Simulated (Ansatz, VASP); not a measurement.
**Two plane-wave programs on TePb**

The input INCAR:

```
ALGO = Normal
EDIFF = 1E-7
ENCUT = 520
GGA = PE
ISIF = 2
ISMEAR = -1
LASPH = True
LCHARG = False
LREAL = False
LWAVE = False
NBANDS = 17
NELM = 60
PREC = Accurate
SIGMA = 0.1
```

File KPOINTS:

```
k-points
0
Gamma
  11 11 11
```

File POSCAR:

```
TePb
1.0
    0.0000000000      2.8297342018      2.8297342018
    2.8297342018      0.0000000000      2.8297342018
    2.8297342018      2.8297342018      0.0000000000
Pb Te
1 1
Direct
    0.0000000000      0.0000000000      0.0000000000
    0.5000000000      0.5000000000      0.5000000000
```

Input for Ansatz:

```yaml
crystal:
  lattice:
    - [0.0, 2.8297342018, 2.8297342018]
    - [2.8297342018, 0.0, 2.8297342018]
    - [2.8297342018, 2.8297342018, 0.0]
  atoms:
    - { symbol: Pb, position: [0.0, 0.0, 0.0] }
    - { symbol: Te, position: [0.5, 0.5, 0.5] }
kpoints:
  mp_grid: { grid: [11, 11, 11] }
scf:
  occupations: { method: fermi_dirac, width: 0.1 }
hamiltonian:
  xc: pbe
  pseudopotentials: { kind: paw }
output:
  forces: true
  stress: true
  eigenvalues: true
  populations: true
```

Change from the starting cell: volume scaled by 0.64, PAW files.

Alike in both runs: task single point; functional PBE; k mesh 11 × 11 × 11; occupations fermi-dirac, width 0.1 eV; no spin polarisation.

|  | VASP | Ansatz |
| --- | --- | --- |
| version | VASP 6.6.1 | Ansatz 0.2.0 |
| potentials or method | VASP PAW PBE potentials, release 64 (Pb_d, Te) | PAW with Ansatz's default frozen-core files, scalar-relativistic |
| plane-wave cutoff (eV) | 520 | 420 |
| valence electrons in the cell | 20 | 30 |

Ansatz gave:

* pressure (GPa): 46.9

Task: Estimate VASP's values.

Result: Pressure (GPa): 46.8.

Both programs put the cell under a high pressure, so it lies far from rest at this level. VASP's potentials hold 20 valence electrons a cell and Ansatz's 30, so a difference there can come from the potentials and not from the codes.

Spin-orbit coupling is off throughout.
